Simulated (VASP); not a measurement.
# BaLaS (P4/mmm) in VASP: further runs

Runs on BaLaS. Level: PBE. Tasks: single point, relaxation of cell and atoms.

Program: VASP 6.6.1. These are calculated values, not measurements. Logs are shortened: lines on timing, memory, paths and dates and some standing lists are left out, and cuts for length are marked.

**1. The cell of the first run**

It takes space group P4/mmm (No. 123, tetragonal). The conventional cell has a = 4.010 Å, b = 4.010 Å, c = 6.412 Å, α = 90.00°, β = 90.00°, γ = 90.00°. Within 3.7 Å of Ba (site symmetry 4/mmm) lie 4 S at 2.84 Å and 2 La at 3.21 Å. Within 4.2 Å of La (site symmetry 4/mmm) lie 2 Ba at 3.21 Å and 4 La at 4.01 Å. Within 3.7 Å of S (site symmetry 4/mmm) lie 4 Ba at 2.84 Å.

**2. Single point, PBE**

Input file INCAR:

```
ALGO = Normal
EDIFF = 1E-6
ENCUT = 520
GGA = PE
ISIF = 2
ISMEAR = 0
LASPH = True
LCHARG = True
LELF = True
LREAL = False
LVHAR = True
LWAVE = False
NBANDS = 20
NELM = 80
PREC = Accurate
SIGMA = 0.1
```

Input file KPOINTS:

```
k-points
0
Gamma
  4 4 4
```

Input file POSCAR:

```
BaLaS
1.0
    4.0097017900      0.0000000000      0.0000000000
    0.0000000000      4.0097017900      0.0000000000
    0.0000000000      0.0000000000      6.4115867700
Ba La S
1 1 1
Direct
    0.5000000000      0.5000000000      0.0000000000
    0.5000000000      0.5000000000      0.5000000000
    0.0000000000      0.0000000000      0.0000000000
```

Potentials or basis: VASP PAW PBE potentials, release 64 (Ba_sv, La, S).

Launch:

```
> cat potpaw_PBE.64/Ba_sv/POTCAR potpaw_PBE.64/La/POTCAR potpaw_PBE.64/S/POTCAR > POTCAR
> mpirun -np 1 vasp_std > vasp.out
```

OUTCAR:

```text
EDIFF = 1E-6
   ENCUT = 520
   GGA = PE
   ISIF = 2
   ISMEAR = 0
   LASPH = True
   LREAL = False
   NELM = 80
   PREC = Accurate

 ion  position               nearest neighbor table
   1  0.500  0.500  0.000-   3 2.84   3 2.84   3 2.84   3 2.84   2 3.21   2 3.21
   2  0.500  0.500  0.500-   1 3.21   1 3.21
   3  0.000  0.000  0.000-   1 2.84   1 2.84   1 2.84   1 2.84

  LATTYP: Found a simple tetragonal cell.
 ALAT       =     4.0097017900
 C/A-ratio  =     1.5990183574

  Lattice vectors:

 A1 = (   4.0097017900,   0.0000000000,   0.0000000000)
 A2 = (   0.0000000000,   4.0097017900,   0.0000000000)
 A3 = (   0.0000000000,   0.0000000000,   6.4115867700)

Analysis of symmetry for initial positions (statically):
=====================================================================
 Subroutine PRICEL returns:
 Original cell was already a primitive cell.

 Routine SETGRP: Setting up the symmetry group for a
 simple tetragonal supercell.

 Subroutine GETGRP returns: Found 16 space group operations
 (whereof 16 operations were pure point group operations)
 out of a pool of 16 trial point group operations.

The static configuration has the point symmetry D_4h.

Analysis of symmetry for dynamics (positions and initial velocities):
=====================================================================
 Subroutine PRICEL returns:
 Original cell was already a primitive cell.

 Routine SETGRP: Setting up the symmetry group for a
 simple tetragonal supercell.

 Subroutine GETGRP returns: Found 16 space group operations
 (whereof 16 operations were pure point group operations)
 out of a pool of 16 trial point group operations.

The dynamic configuration has the point symmetry D_4h.

 Subroutine INISYM returns: Found 16 space group operations
 (whereof 16 operations are pure point group operations),
 and found     1 'primitive' translations

----------------------------------------------------------------------------------------

                                     Primitive cell

  volume of cell :     103.0836

  direct lattice vectors                    reciprocal lattice vectors
     4.009701790  0.000000000  0.000000000     0.249395105  0.000000000  0.000000000
     0.000000000  4.009701790  0.000000000     0.000000000  0.249395105  0.000000000
     0.000000000  0.000000000  6.411586770     0.000000000  0.000000000  0.155967631

  length of vectors
     4.009701790  4.009701790  6.411586770     0.249395105  0.249395105  0.155967631

  position of ions in fractional coordinates (direct lattice)
     0.500000000  0.500000000  0.000000000
     0.500000000  0.500000000  0.500000000
     0.000000000  0.000000000  0.000000000

  ion indices of the primitive-cell ions
   primitive index   ion index
                 1           1
                 2           2
                 3           3

----------------------------------------------------------------------------------------

 KPOINTS: k-points

Automatic generation of k-mesh.
 Grid dimensions read from file:
 generate k-points for:    4    4    4

 Generating k-lattice:

  Cartesian coordinates                     Fractional coordinates (reciprocal lattice)
     0.062348776  0.000000000  0.000000000     0.250000000  0.000000000  0.000000000
     0.000000000  0.062348776  0.000000000     0.000000000  0.250000000  0.000000000
     0.000000000  0.000000000  0.038991908     0.000000000  0.000000000  0.250000000

  Length of vectors
     0.062348776  0.062348776  0.038991908

  Shift w.r.t. Gamma in fractional coordinates (k-lattice)
     0.000000000  0.000000000  0.000000000

 Subroutine IBZKPT returns following result:
 ===========================================

 Found     18 irreducible k-points:

 Following reciprocal coordinates:
            Coordinates               Weight
  0.000000  0.000000  0.000000      1.000000
  0.250000  0.000000  0.000000      4.000000
  0.500000  0.000000  0.000000      2.000000
  0.250000  0.250000  0.000000      4.000000
  0.500000  0.250000  0.000000      4.000000
  0.500000  0.500000  0.000000      1.000000
[... 10 lines left out ...]
  0.500000  0.250000  0.500000      4.000000
  0.500000  0.500000  0.500000      1.000000
   k-points           NKPTS =     18   k-points in BZ     NKDIM =     18   number of bands    NBANDS=     20
   number of dos      NEDOS =    301   number of ions     NIONS =      3
   total plane-waves  NPLWV =  43200
   dimension x,y,z NGX =    30 NGY =   30 NGZ =   48
   dimension x,y,z NGXF=    60 NGYF=   60 NGZF=   96
   ions per type =               1   1   1
   NGX,Y,Z   is equivalent  to a cutoff of  12.44, 12.44, 12.45 a.u.
   NGXF,Y,Z  is equivalent  to a cutoff of  24.88, 24.88, 24.89 a.u.
 SYSTEM =  unknown system
   PREC   = accura    normal or accurate (medium, high low for compatibility)
   ISTART =      0    job   : 0-new  1-cont  2-samecut
   ICHARG =      2    charge: 1-file 2-atom 10-const
   ISPIN  =      1    spin polarized calculation?
   LNONCOLLINEAR =      F non collinear calculations
   LSORBIT =      F    spin-orbit coupling
   LASPH  =      T    aspherical Exc in radial PAW
   ENCUT  =  520.0 eV  38.22 Ry    6.18 a.u.   7.46  7.46 11.92*2*pi/ulx,y,z
   NELM   =     80;   NELMIN=  2; NELMDL= -5     # of ELM steps
   EDIFF  = 0.1E-05   stopping-criterion for ELM
   LREAL  =      F    real-space projection
   EDIFFG = 0.1E-04   stopping-criterion for IOM
   NSW    =      0    number of steps for IOM
   IBRION =     -1    ionic relax: 0-MD 1-quasi-New 2-CG
   NFREE  =      0    steps in history (QN), initial steepest desc. (CG)
   ISIF   =      2    stress and relaxation
   ISYM   =      2    0-nonsym 1-usesym 2-fastsym
   POTIM  = 0.5000    time-step for ionic-motion
   TEBEG  =    0.0;   TEEND  =   0.0 temperature during run
   PSTRESS=    0.0 pullay stress
   NELECT =      27.0000    total number of electrons
   NUPDOWN=      -1.0000    fix difference up-down
   EMIN   =  10.00;   EMAX   =-10.00  energy-range for DOS
   EFERMI =   0.00;   METHOD = LEGACY
   ISMEAR =     0;   SIGMA  =   0.10  broadening in eV -4-tet -1-fermi 0-gaus
   EFERMI_NEDOS =   21; number of points for ismear=-14 and -15
   IALGO  =     38    algorithm
   IMIX   =      4    mixing-type and parameters
     AMIX     =   0.40;   BMIX     =  1.00
     AMIX_MAG =   1.60;   BMIX_MAG =  1.00
  volume/ion in A,a.u.               =      34.36       231.88
  Fermi-wavevector in a.u.,A,eV,Ry     =   1.047449  1.979391 14.927622  1.097149
  Thomas-Fermi vector in A             =   2.182330
   LORBIT       =      0    0 simple, 1 ext, 2 COOP (PROOUT), +10 PAW based schemes
   GGA     = PE    functional components
   LHFCALC =     F    Hartree Fock is set to
   AEXX    =    0.0000 exact exchange contribution
   IVDW    =     0    specifies the selected vdW correction
   LEPSILON=     F    determine dielectric tensor
   LRPA    =     F    only Hartree local field effects (RPA)
 non-spin polarized calculation
 Gauss-broadening in eV      SIGMA  =   0.10
  energy-cutoff  :      520.00
  volume of cell :      103.08
 maximum number of plane-waves:      2808
 NGX is ok and might be reduce to    30
   NGX = 15   NGY = 15   NGZ = 23

 number of electron      26.9999995 magnetization

 Free energy of the ion-electron system (eV)
  ---------------------------------------------------
  ext. energy  EPLUGINS =         0.00000000
  ---------------------------------------------------
  free energy    TOTEN  =       -10.81496209 eV

  energy without entropy =      -10.79028836  energy(sigma->0) =      -10.80262522

 E-fermi :   4.9091     XC(G=0):  -8.9619

 val. band max:        4.8545036246   @ k =   0.5000   0.2500   0.0000
 cond. band min:       4.9257713003   @ k =   0.2500   0.2500   0.2500
 fundamental gap:      0.0712676758
 Fermi energy:         4.9091389435

 k-point     1 :       0.0000    0.0000    0.0000
  band No.  band energies     occupation
      1     -28.9419      2.00000
      2     -22.4167      2.00000
      3     -13.1194      2.00000
      4     -12.3574      2.00000
      5     -12.3574      2.00000
      6      -7.7630      2.00000
[... 12 lines left out ...]
     19       5.8445      0.00000
     20       5.9179      0.00000

 k-point     2 :       0.2500    0.0000    0.0000
  band No.  band energies     occupation
      1     -28.9284      2.00000
      2     -22.3772      2.00000
      3     -13.0944      2.00000
      4     -12.5551      2.00000
      5     -12.3407      2.00000
      6      -9.0334      2.00000
[... 12 lines left out ...]
     19       5.8646      0.00000
     20       5.8744      0.00000

 k-point     3 :       0.5000    0.0000    0.0000
  band No.  band energies     occupation
      1     -28.9149      2.00000
      2     -22.3370      2.00000
      3     -13.0691      2.00000
      4     -12.7438      2.00000
      5     -12.3239      2.00000
      6      -9.6646      2.00000
[... 12 lines left out ...]
     19       5.8723      0.00000
     20       5.8855      0.00000

 k-point     4 :       0.2500    0.2500    0.0000
  band No.  band energies     occupation
      1     -28.9151      2.00000
      2     -22.3413      2.00000
      3     -13.0704      2.00000
      4     -12.5390      2.00000
      5     -12.5290      2.00000
      6      -9.0071      2.00000
[... 12 lines left out ...]
     19       5.8391      0.00000
     20       5.8670      0.00000

 k-point     5 :       0.5000    0.2500    0.0000
  band No.  band energies     occupation
      1     -28.9017      2.00000
      2     -22.3047      2.00000
      3     -13.0462      2.00000
      4     -12.7185      2.00000
      5     -12.5127      2.00000
      6      -9.2283      2.00000
[... 12 lines left out ...]
     19       5.8804      0.00000
     20       5.8821      0.00000

 k-point     6 :       0.5000    0.5000    0.0000
  band No.  band energies     occupation
      1     -28.8884      2.00000
      2     -22.2721      2.00000
      3     -13.0232      2.00000
      4     -12.6931      2.00000
      5     -12.6931      2.00000
      6      -8.2858      2.00000
[... 12 lines left out ...]
     19       5.8700      0.00000
     20       5.8942      0.00000

 k-point     7 :       0.0000    0.0000    0.2500
  band No.  band energies     occupation
      1     -28.9407      2.00000
      2     -22.4287      2.00000
      3     -12.9815      2.00000
      4     -12.3558      2.00000
      5     -12.3558      2.00000
      6      -8.0611      2.00000
[... 12 lines left out ...]
     19       5.7758      0.00000
     20       5.8740      0.00000
[... 139 lines left out ...]
 k-point    14 :       0.2500    0.0000    0.5000
  band No.  band energies     occupation
      1     -28.9261      2.00000
      2     -22.4008      2.00000
      3     -12.8108      2.00000
      4     -12.5493      2.00000
      5     -12.3376      2.00000
      6      -9.0514      2.00000
[... 12 lines left out ...]
     19       5.8552      0.00000
     20       5.9145      0.00000

 k-point    15 :       0.5000    0.0000    0.5000
  band No.  band energies     occupation
      1     -28.9125      2.00000
      2     -22.3604      2.00000
      3     -12.7906      2.00000
      4     -12.7352      2.00000
      5     -12.3210      2.00000
      6      -9.6895      2.00000
[... 12 lines left out ...]
     19       5.8357      0.00000
     20       5.8918      0.00000

 k-point    16 :       0.2500    0.2500    0.5000
  band No.  band energies     occupation
      1     -28.9128      2.00000
      2     -22.3647      2.00000
      3     -12.7913      2.00000
      4     -12.5334      2.00000
      5     -12.5248      2.00000
      6      -9.0245      2.00000
[... 12 lines left out ...]
     19       5.7416      0.00000
     20       5.9367      0.00000

 k-point    17 :       0.5000    0.2500    0.5000
  band No.  band energies     occupation
      1     -28.8994      2.00000
      2     -22.3280      2.00000
      3     -12.7717      2.00000
      4     -12.7117      2.00000
      5     -12.5087      2.00000
      6      -9.2499      2.00000
[... 12 lines left out ...]
     19       5.7918      0.00000
     20       5.8612      0.00000

 k-point    18 :       0.5000    0.5000    0.5000
  band No.  band energies     occupation
      1     -28.8861      2.00000
      2     -22.2952      2.00000
      3     -12.7526      2.00000
      4     -12.6880      2.00000
      5     -12.6880      2.00000
      6      -8.3091      2.00000
[... 12 lines left out ...]
     19       5.7603      0.00000
     20       5.8116      0.00000

------------------------ aborting loop because EDIFF is reached ----------------------------------------

  FORCE on cell =-STRESS in cart. coord.  units (eV):
  Direction    XX          YY          ZZ          XY          YZ          ZX
  --------------------------------------------------------------------------------------
  -------------------------------------------------------------------------------------
  Total        6.1757178      6.1757178      4.6578421      0.0000000      0.0000000      0.0000000
  in kB       95.9861014     95.9861014     72.3945167      0.0000000      0.0000000      0.0000000
  external PRESSURE =      88.1222398 kB  Pullay stress =       0.0000000 kB

 VOLUME and BASIS-vectors are now :
 -----------------------------------------------------------------------------
  energy-cutoff  :      520.00
  volume of cell :      103.08
      direct lattice vectors                 reciprocal lattice vectors
     4.009701790  0.000000000  0.000000000     0.249395105  0.000000000  0.000000000
     0.000000000  4.009701790  0.000000000     0.000000000  0.249395105  0.000000000
     0.000000000  0.000000000  6.411586770     0.000000000  0.000000000  0.155967631

 POSITION                                       TOTAL-FORCE (eV/Angst)
 -----------------------------------------------------------------------------------
      2.00485      2.00485      0.00000         0.000000      0.000000      0.000000
      2.00485      2.00485      3.20579         0.000000      0.000000      0.000000
      0.00000      0.00000      0.00000         0.000000      0.000000      0.000000
 -----------------------------------------------------------------------------------
    total drift:                                0.000000      0.000000      0.000000

  FREE ENERGIE OF THE ION-ELECTRON SYSTEM (eV)
  ---------------------------------------------------
  free  energy   TOTEN  =       -10.8149620887 eV

  energy  without entropy=      -10.7902883570  energy(sigma->0) =      -10.80262522
```

It took 60 s on 1 thread of Oxide Virtual Turin-like, shared host; peak memory 0.2 GiB.

Results:

| Item | Value |
| --- | --- |
| Free energy | -10.8150 eV |
| Pressure | 8.8 GPa |

Caveat: the k points lie up to 0.39 Å⁻¹ apart; spin-orbit coupling is left out, which moves the levels of the heavy elements.

(Part 1 of 2 ends here.)
